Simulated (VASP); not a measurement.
A run of VASP 6.6.1 is set up as follows.

INCAR

```
PREC = Accurate ; ENCUT = 520
EDIFF = 1E-6 ; ISMEAR = -1
SIGMA = 0.1 ; LREAL = F
LASPH = T ; NELM = 150
ALGO = Normal ; ISIF = 2
LWAVE = F ; LCHARG = T
ISPIN = 2 ; MAGMOM = 2.5 2.5 2.5 2.5 2.5 2.5
LORBIT = 11 ; LMAXMIX = 4
LDIPOL = T ; IDIPOL = 3
DIPOL = 0.5 0.5 0.500 ; GGA = PE
LELF = T ; LVHAR = T
LVACPOTAV = T ; NBANDS = 37
```

File KPOINTS:

```
Automatic mesh
0
Gamma
  11 11 1
```

File POSCAR:

```
Fe
1.0
    4.0041382692      0.0000000000      0.0000000000
   -2.0020691346      3.4676854614      0.0000000000
    0.0000000000      0.0000000000     10.8279000000
Fe
6
Direct
    0.1666666667      0.3333333333      0.3232391212
    0.5000000000      1.0000000000      0.3912321755
    0.8333333333      0.6666666667      0.4539982242
    0.1666666667      0.3333333333      0.5460017712
    0.5000000000      1.0000000000      0.6087678278
    0.8333333333      0.6666666667      0.6767608788
```

Potentials or basis: VASP PAW PBE potentials, release 64 (Fe).

Run with:

```bash
$ cat potpaw_PBE.64/Fe/POTCAR > POTCAR
$ mpirun -np 1 vasp_std > vasp.out
```

**Question.** Predict the site moments.

**Answer.** Fe +2.83, +2.37, +2.50 (each value once) μB.

**Question.** What does it give for the largest force?

**Answer.** 0.032 eV/Å.

**Question.** What does it give for the net moment?

**Answer.** 15.85 μB per cell.

Forces on the atoms (eV/Å):
```
Fe   0.000  0.000  0.001
Fe   0.000  0.000 -0.003
Fe   0.000  0.000  0.032
Fe   0.000  0.000 -0.032
Fe   0.000  0.000  0.003
Fe   0.000  0.000 -0.001
```
